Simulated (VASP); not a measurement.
# Se in VASP: notebook

Runs on Se. Level: PBE. Tasks: single point.

Everything below comes from runs of VASP 6.6.1. Logs are shortened: lines on timing, memory, paths and dates and some standing lists are left out, and cuts for length are marked.

## 1. The cell of the first run

The structure is cubic, space group Im-3m (No. 229). Conventional cell: a = 3.490 Å, b = 3.490 Å, c = 3.490 Å, α = 90.00°, β = 90.00°, γ = 90.00°. Se (site symmetry m-3m) has 14 Se at 3.02 to 3.49 Å within 4.0 Å.

This isn't the form of Se at room conditions, which is trigonal, of chains.

## 2. Single point, PBE (strained)

Contents of INCAR:

```
ALGO = Normal
EDIFF = 1E-7
ENCUT = 520
GGA = PE
ISIF = 2
ISMEAR = 0
LASPH = T
LCHARG = F
LREAL = F
LWAVE = F
NBANDS = 9
NELM = 100
PREC = Accurate
SIGMA = 0.1
```

Contents of KPOINTS:

```
k-points
0
Gamma
  18 18 18
```

Contents of POSCAR:

```
Se
1.0
   -1.7449957266      1.7449957266      1.7449957266
    1.7449957266     -1.7449957266      1.7449957266
    1.7449957266      1.7449957266     -1.7449957266
Se
1
Direct
    0.0000000000      0.0000000000      0.0000000000
```

Potentials or basis: VASP PAW PBE potentials, release 64 (Se).

On the command line:

```console
$ cat potpaw_PBE.64/Se/POTCAR > POTCAR
$ mpirun -np 1 vasp_std > vasp.out
```

OUTCAR:

```text
EDIFF = 1E-7
   ENCUT = 520
   GGA = PE
   ISIF = 2
   ISMEAR = 0
   LASPH = T
   LREAL = F
   NELM = 100
   PREC = Accurate

 ion  position               nearest neighbor table
   1  0.000  0.000  0.000-

  LATTYP: Found a body centered cubic cell.
 ALAT       =     3.4899914532

  Lattice vectors:

 A1 = (  -1.7449957266,   1.7449957266,   1.7449957266)
 A2 = (   1.7449957266,  -1.7449957266,   1.7449957266)
 A3 = (   1.7449957266,   1.7449957266,  -1.7449957266)

Analysis of symmetry for initial positions (statically):
=====================================================================
 Subroutine PRICEL returns:
 Original cell was already a primitive cell.

 Routine SETGRP: Setting up the symmetry group for a
 body centered cubic supercell.

 Subroutine GETGRP returns: Found 48 space group operations
 (whereof 48 operations were pure point group operations)
 out of a pool of 48 trial point group operations.

The static configuration has the point symmetry O_h .

Analysis of symmetry for dynamics (positions and initial velocities):
=====================================================================
 Subroutine PRICEL returns:
 Original cell was already a primitive cell.

 Routine SETGRP: Setting up the symmetry group for a
 body centered cubic supercell.

 Subroutine GETGRP returns: Found 48 space group operations
 (whereof 48 operations were pure point group operations)
 out of a pool of 48 trial point group operations.

The dynamic configuration has the point symmetry O_h .

 Subroutine INISYM returns: Found 48 space group operations
 (whereof 48 operations are pure point group operations),
 and found     1 'primitive' translations

----------------------------------------------------------------------------------------

                                     Primitive cell

  volume of cell :      21.2541

  direct lattice vectors                    reciprocal lattice vectors
    -1.744995727  1.744995727  1.744995727     0.000000000  0.286533653  0.286533653
     1.744995727 -1.744995727  1.744995727     0.286533653  0.000000000  0.286533653
     1.744995727  1.744995727 -1.744995727     0.286533653  0.286533653  0.000000000

  length of vectors
     3.022421257  3.022421257  3.022421257     0.405219778  0.405219778  0.405219778

  position of ions in fractional coordinates (direct lattice)
     0.000000000  0.000000000  0.000000000

  ion indices of the primitive-cell ions
   primitive index   ion index
                 1           1

----------------------------------------------------------------------------------------

 KPOINTS: k-points

Automatic generation of k-mesh.
 Grid dimensions read from file:
 generate k-points for:   18   18   18

 Generating k-lattice:

  Cartesian coordinates                     Fractional coordinates (reciprocal lattice)
     0.000000000  0.015918536  0.015918536     0.055555556  0.000000000  0.000000000
     0.015918536  0.000000000  0.015918536     0.000000000  0.055555556  0.000000000
     0.015918536  0.015918536  0.000000000     0.000000000  0.000000000  0.055555556

  Length of vectors
     0.022512210  0.022512210  0.022512210

  Shift w.r.t. Gamma in fractional coordinates (k-lattice)
     0.000000000  0.000000000  0.000000000

 Subroutine IBZKPT returns following result:
 ===========================================

 Found    195 irreducible k-points:

 Following reciprocal coordinates:
            Coordinates               Weight
  0.000000  0.000000  0.000000      1.000000
  0.055556  0.000000  0.000000     12.000000
  0.111111  0.000000  0.000000     12.000000
  0.166667  0.000000  0.000000     12.000000
  0.222222  0.000000  0.000000     12.000000
  0.277778  0.000000  0.000000     12.000000
[... 16 lines left out ...]
  0.333333  0.111111  0.000000     48.000000
  0.388889  0.111111  0.000000     48.000000
 [... further k-points ...]
   k-points           NKPTS =    195   k-points in BZ     NKDIM =    195   number of bands    NBANDS=      9
   number of dos      NEDOS =    301   number of ions     NIONS =      1
   total plane-waves  NPLWV =  13824
   dimension x,y,z NGX =    24 NGY =   24 NGZ =   24
   dimension x,y,z NGXF=    48 NGYF=   48 NGZF=   48
   ions per type =               1
   NGX,Y,Z   is equivalent  to a cutoff of  13.20, 13.20, 13.20 a.u.
   NGXF,Y,Z  is equivalent  to a cutoff of  26.40, 26.40, 26.40 a.u.
 SYSTEM =  unknown system
   PREC   = accura    normal or accurate (medium, high low for compatibility)
   ISTART =      0    job   : 0-new  1-cont  2-samecut
   ICHARG =      2    charge: 1-file 2-atom 10-const
   ISPIN  =      1    spin polarized calculation?
   LNONCOLLINEAR =      F non collinear calculations
   LSORBIT =      F    spin-orbit coupling
   LASPH  =      T    aspherical Exc in radial PAW
   ENCUT  =  520.0 eV  38.22 Ry    6.18 a.u.   5.62  5.62  5.62*2*pi/ulx,y,z
   NELM   =    100;   NELMIN=  2; NELMDL= -5     # of ELM steps
   EDIFF  = 0.1E-06   stopping-criterion for ELM
   LREAL  =      F    real-space projection
   EDIFFG = 0.1E-05   stopping-criterion for IOM
   NSW    =      0    number of steps for IOM
   IBRION =     -1    ionic relax: 0-MD 1-quasi-New 2-CG
   NFREE  =      0    steps in history (QN), initial steepest desc. (CG)
   ISIF   =      2    stress and relaxation
   ISYM   =      2    0-nonsym 1-usesym 2-fastsym
   POTIM  = 0.5000    time-step for ionic-motion
   TEBEG  =    0.0;   TEEND  =   0.0 temperature during run
   PSTRESS=    0.0 pullay stress
   NELECT =       6.0000    total number of electrons
   NUPDOWN=      -1.0000    fix difference up-down
   EMIN   =  10.00;   EMAX   =-10.00  energy-range for DOS
   EFERMI =   0.00;   METHOD = LEGACY
   ISMEAR =     0;   SIGMA  =   0.10  broadening in eV -4-tet -1-fermi 0-gaus
   EFERMI_NEDOS =   21; number of points for ismear=-14 and -15
   IALGO  =     38    algorithm
   IMIX   =      4    mixing-type and parameters
     AMIX     =   0.40;   BMIX     =  1.00
     AMIX_MAG =   1.60;   BMIX_MAG =  1.00
  volume/ion in A,a.u.               =      21.25       143.43
  Fermi-wavevector in a.u.,A,eV,Ry     =   1.073934  2.029441 15.692062  1.153334
  Thomas-Fermi vector in A             =   2.209748
   LORBIT       =      0    0 simple, 1 ext, 2 COOP (PROOUT), +10 PAW based schemes
   GGA     = PE    functional components
   LHFCALC =     F    Hartree Fock is set to
   AEXX    =    0.0000 exact exchange contribution
   IVDW    =     0    specifies the selected vdW correction
   LEPSILON=     F    determine dielectric tensor
   LRPA    =     F    only Hartree local field effects (RPA)
 non-spin polarized calculation
 Gauss-broadening in eV      SIGMA  =   0.10
  energy-cutoff  :      520.00
  volume of cell :       21.25
 maximum number of plane-waves:       603
   NGX = 11   NGY = 11   NGZ = 11

 number of electron       6.0000000 magnetization

 Free energy of the ion-electron system (eV)
  ---------------------------------------------------
  ext. energy  EPLUGINS =         0.00000000
  ---------------------------------------------------
  free energy    TOTEN  =        -2.91361128 eV

  energy without entropy =       -2.91045320  energy(sigma->0) =       -2.91203224

 E-fermi :   5.0214     XC(G=0): -10.3883

 val. band max:        4.9922136887   @ k =   0.1667   0.0000   0.0000
 cond. band min:       5.0254741126   @ k =   0.3333   0.2778   0.0556
 fundamental gap:      0.0332604239
 Fermi energy:         5.0214099492

 k-point     1 :       0.0000    0.0000    0.0000
  band No.  band energies     occupation
      1     -10.7613      2.00000
      2       7.7118      0.00000
      3       7.7118      0.00000
      4       7.7118      0.00000
      5      15.5326      0.00000
      6      17.2659      0.00000
      7      17.2659      0.00000
      8      17.2659      0.00000
      9      20.2177      0.00000

 k-point     2 :       0.0556    0.0000    0.0000
  band No.  band energies     occupation
      1     -10.7001      2.00000
      2       7.3141      0.00000
      3       7.5866      0.00000
      4       7.6904      0.00000
      5      15.8054      0.00000
      6      16.9942      0.00000
      7      17.1759      0.00000
      8      17.5286      0.00000
      9      19.5330      0.00000

 k-point     3 :       0.1111    0.0000    0.0000
  band No.  band energies     occupation
      1     -10.5178      2.00000
      2       6.3067      0.00000
      3       7.2528      0.00000
      4       7.6283      0.00000
      5      15.8309      0.00000
      6      16.3738      0.00000
      7      17.3808      0.00000
      8      18.2739      0.00000
      9      19.1722      0.00000

 k-point     4 :       0.1667    0.0000    0.0000
  band No.  band energies     occupation
      1     -10.2194      2.00000
      2       4.9922      1.32032
      3       6.8018      0.00000
      4       7.5315      0.00000
      5      15.0039      0.00000
      6      15.6663      0.00000
      7      18.2189      0.00000
      8      19.4063      0.00000
      9      19.4094      0.00000

 k-point     5 :       0.2222    0.0000    0.0000
  band No.  band energies     occupation
      1      -9.8142      2.00000
      2       3.5720      2.00000
      3       6.3202      0.00000
      4       7.4105      0.00000
      5      14.0824      0.00000
      6      14.9988      0.00000
      7      18.9210      0.00000
      8      19.4158      0.00000
      9      20.8857      0.00000

 k-point     6 :       0.2778    0.0000    0.0000
  band No.  band energies     occupation
      1      -9.3201      2.00000
      2       2.1665      2.00000
      3       5.8700      0.00000
      4       7.2798      0.00000
      5      13.2853      0.00000
      6      14.4238      0.00000
      7      19.5797      0.00000
      8      19.6516      0.00000
      9      22.4998      0.00000
[... 169 lines left out ...]
 k-point    21 :       0.2222    0.1111    0.0000
  band No.  band energies     occupation
      1      -9.1597      2.00000
      2       2.0997      2.00000
      3       5.2609      0.00071
      4       6.8136      0.00000
      5      13.9101      0.00000
      6      15.0112      0.00000
      7      18.2807      0.00000
      8      20.2932      0.00000
      9      21.9292      0.00000

 k-point    22 :       0.2778    0.1111    0.0000
  band No.  band energies     occupation
      1      -8.6216      2.00000
      2       0.9210      2.00000
      3       4.7612      1.99977
      4       6.6495      0.00000
      5      13.3752      0.00000
      6      14.7733      0.00000
      7      18.6517      0.00000
      8      21.7251      0.00000
      9      22.6117      0.00000

 k-point    23 :       0.3333    0.1111    0.0000
  band No.  band energies     occupation
      1      -8.0913      2.00000
      2      -0.1002      2.00000
      3       4.3982      2.00000
      4       6.5183      0.00000
      5      12.9836      0.00000
      6      14.5951      0.00000
      7      19.2175      0.00000
      8      22.5056      0.00000
      9      23.3745      0.00000

 k-point    24 :       0.3889    0.1111    0.0000
  band No.  band energies     occupation
      1      -7.6741      2.00000
      2      -0.8243      2.00000
      3       4.1791      2.00000
      4       6.4335      0.00000
      5      12.7465      0.00000
      6      14.4829      0.00000
      7      19.9579      0.00000
      8      21.9493      0.00000
      9      24.2405      0.00000

 [... further k-points ...]

------------------------ aborting loop because EDIFF is reached ----------------------------------------

  FORCE on cell =-STRESS in cart. coord.  units (eV):
  Direction    XX          YY          ZZ          XY          YZ          ZX
  --------------------------------------------------------------------------------------
  -------------------------------------------------------------------------------------
  Total       -0.3734065     -0.3734065     -0.3734065      0.0000000      0.0000000     -0.0000000
  in kB      -28.1481155    -28.1481155    -28.1481155      0.0000000      0.0000000     -0.0000000
  external PRESSURE =     -28.1481155 kB  Pullay stress =       0.0000000 kB

 VOLUME and BASIS-vectors are now :
 -----------------------------------------------------------------------------
  energy-cutoff  :      520.00
  volume of cell :       21.25
      direct lattice vectors                 reciprocal lattice vectors
    -1.744995727  1.744995727  1.744995727     0.000000000  0.286533653  0.286533653
     1.744995727 -1.744995727  1.744995727     0.286533653  0.000000000  0.286533653
     1.744995727  1.744995727 -1.744995727     0.286533653  0.286533653  0.000000000

 POSITION                                       TOTAL-FORCE (eV/Angst)
 -----------------------------------------------------------------------------------
      0.00000      0.00000      0.00000        -0.000000     -0.000000     -0.000000
 -----------------------------------------------------------------------------------
    total drift:                                0.000000      0.000000     -0.000000

  FREE ENERGIE OF THE ION-ELECTRON SYSTEM (eV)
  ---------------------------------------------------
  free  energy   TOTEN  =        -2.9136112812 eV

  energy  without entropy=       -2.9104532048  energy(sigma->0) =       -2.91203224
```

Run time: 29 s. Hardware: 1 thread of Intel Xeon 8259CL, shared host; peak memory 0.16 GiB.

What came out:

```yaml
Free_energy: -2.9136 eV
Pressure: -2.8 GPa
Band_gap_on_the_k_mesh: zero (bands 3 and 4 overlap by 5.79 eV)
```

Caveat: the cell differs from its parent crystal (strained).

## 3. Single point, PBE (strained)

Contents of INCAR:

```
  ALGO = Normal
  EDIFF = 1E-7
  ENCUT = 520
  GGA = PE
  ISIF = 2
  ISMEAR = 0
  LASPH = T
  LCHARG = T
  LELF = T
  LREAL = F
  LVHAR = T
  LWAVE = F
  NBANDS = 9
  NELM = 80
  PREC = Accurate
  SIGMA = 0.1
```

KPOINTS is that of step 2.

Contents of POSCAR:

```
Se
1.0
   -1.7449616576      1.7449616576      1.7449616576
    1.7449616576     -1.7449616576      1.7449616576
    1.7449616576      1.7449616576     -1.7449616576
Se
1
Direct
    0.0000000000      0.0000000000      0.0000000000
```

Potentials or basis: VASP PAW PBE potentials, release 64 (Se).

On the command line:

```console
$ cat potpaw_PBE.64/Se/POTCAR > POTCAR
$ mpirun -np 1 vasp_std > vasp.out
```

Wall time 34 s (1 thread of Intel Xeon 8259CL, shared host); peak memory 0.16 GiB.

Results (log left out):

| Item | Value |
| --- | --- |
| Free energy | -2.9136 eV |
| Pressure | -2.8 GPa |
| Band gap on the k mesh | zero (bands 3 and 4 overlap by 5.79 eV) |

Levels at points of the mesh, in eV from the Fermi level:
```tsv
k point	band 1	band 2	band 3	band 4	band 5	band 6	band 7
(0.00, 0.00, 0.00)	-15.78	2.69	2.69	2.69	10.51	12.24	12.24
(0.50, 0.00, 0.00)	-12.64	-6.32	-0.05	1.94	6.83	8.34	17.08
(0.50, 0.50, 0.50)	-10.51	-3.10	-3.10	-3.10	4.25	4.25	22.08
```

Caveat: the cell differs from its parent crystal (strained).

## 4. Single point, PBE (the cell strained at random)

Contents of INCAR:

```
SYSTEM = Se
ALGO = Normal
EDIFF = 1E-6
ENCUT = 520
GGA = PE
ISIF = 2
ISMEAR = 0
LASPH = .True.
LCHARG = .False.
LREAL = .False.
LWAVE = .False.
NBANDS = 9
NELM = 60
PREC = Accurate
SIGMA = 0.1
```

Contents of KPOINTS:

```
k-points
0
Gamma
  16 16 16
  0 0 0
```

Contents of POSCAR:

```
Se
1.0
   -1.6888670948      1.6890715086      1.6598743993
    1.6682553665     -1.6678124699      1.6180036324
    1.6608283306      1.6397737057     -1.6386153606
Se
1
Direct
    0.0000000000      0.0000000000      0.0000000000
```

On the command line:

```console
$ cat potpaw_PBE.64/Se/POTCAR > POTCAR
$ mpirun -np 1 vasp_std > vasp.out
```

It took 4.4 min on 1 thread of Intel Xeon 8259CL, shared host; peak memory 0.42 GiB.

It converged, with:

* Free energy: -2.8449 eV
* Pressure: 10.6 GPa
* Band gap on the k mesh: zero (bands 3 and 4 overlap by 8.00 eV)

Stress tensor (GPa, compression positive):
```
10.52 -0.98 -0.57
-0.98 10.52  0.59
-0.57  0.59 10.81
```

Levels at points of the mesh, in eV from the Fermi level:
```csv
k point,band 1,band 2,band 3,band 4,band 5,band 6,band 7
"(0.00, 0.00, 0.00)",-17.25,3.32,3.64,3.65,12.26,12.57,12.58
"(0.50, 0.00, 0.00)",-13.16,-7.64,0.11,2.41,7.02,8.08,18.27
"(0.00, 0.50, 0.00)",-12.97,-7.61,-0.13,2.35,6.74,8.11,17.94
"(0.50, 0.50, 0.00)",-13.28,-7.69,0.30,2.65,7.28,8.38,17.98
"(0.00, 0.00, 0.50)",-13.02,-7.65,0.01,2.54,6.94,8.39,17.57
"(0.50, 0.00, 0.50)",-13.16,-7.64,0.11,2.41,7.02,8.08,18.26
"(0.00, 0.50, 0.50)",-12.97,-7.61,-0.13,2.34,6.74,8.11,17.94
"(0.50, 0.50, 0.50)",-10.11,-3.93,-3.76,-3.47,3.44,3.58,23.15
```

Caveat: the cell differs from its parent crystal (the cell strained at random); the cell stands under pressure.
